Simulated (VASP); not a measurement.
Write the native input for VASP 6.6.1 that does the following.

```yaml
Task: single point
Functional: r2SCAN
Potentials_or_basis: VASP PAW PBE potentials, release 64 (Ta_pv)
Cutoff: 520 eV
k_mesh: 19 × 19 × 19
Occupations: fermi-dirac, width 0.1 eV
Spin: no spin polarisation
Dipole_correction: no
Further_INCAR_settings: ALGO = Normal; EDIFF = 1e-06; NBANDS = 12
```

Ta:

```
Ta
1.0
     2.72487    0.00000    0.00000
     0.00000    2.72487    0.00000
     0.00000    0.00000    2.72487
Ta
1
Direct
  0.00000 0.00000 0.00000
```

This isn't the form of Ta at room conditions, which is bcc.

These files were run (other wordings do the same):

POSCAR

```
Ta
1.0
    2.7248734566      0.0000000000      0.0000000000
    0.0000000000      2.7248734566      0.0000000000
    0.0000000000      0.0000000000      2.7248734566
Ta
1
Direct
    0.0000000000      0.0000000000      0.0000000000
```

INCAR.step1

```
SYSTEM = Ta
PREC = Accurate
ENCUT = 520
ISMEAR = -1
SIGMA = 0.1
LREAL = .FALSE.
LASPH = .TRUE.
NELM = 60
NBANDS = 12
GGA = PE
ALGO = Normal
EDIFF = 1E-4
LWAVE = .TRUE.
LCHARG = .FALSE.
```

INCAR.step2

```
SYSTEM = Ta
PREC = Accurate
ENCUT = 520
EDIFF = 1E-6
ISMEAR = -1
SIGMA = 0.1
LREAL = .FALSE.
LASPH = .TRUE.
NELM = 60
ALGO = Normal
ISIF = 2
LWAVE = .FALSE.
LCHARG = .FALSE.
METAGGA = R2SCAN
LMIXTAU = .TRUE.
NBANDS = 12
ISTART = 1
```

KPOINTS

```
Automatic mesh
0
G
  19 19 19
  0 0 0
```

Potentials or basis: VASP PAW PBE potentials, release 64 (Ta_pv).

Run with:

```bash
$ cat potpaw_PBE.64/Ta_pv/POTCAR > POTCAR
$ cp INCAR.step1 INCAR
$ mpirun -np 1 vasp_std > vasp.out
$ cp INCAR.step2 INCAR
$ mpirun -np 1 vasp_std > vasp.out
```

It gave:

The pressure is 1.4 GPa and the band gap on the k mesh is zero (an odd number of electrons rules out a gap without spin polarisation).

Caveat: the PAW data sets were made with another functional, which shifts forces and pressure a little; spin-orbit coupling is left out, which moves the levels of the heavy elements.

Run time: 2.7 min on 1 thread of Intel Xeon 8259CL, with other jobs on the host, peak memory 0.17 GiB.
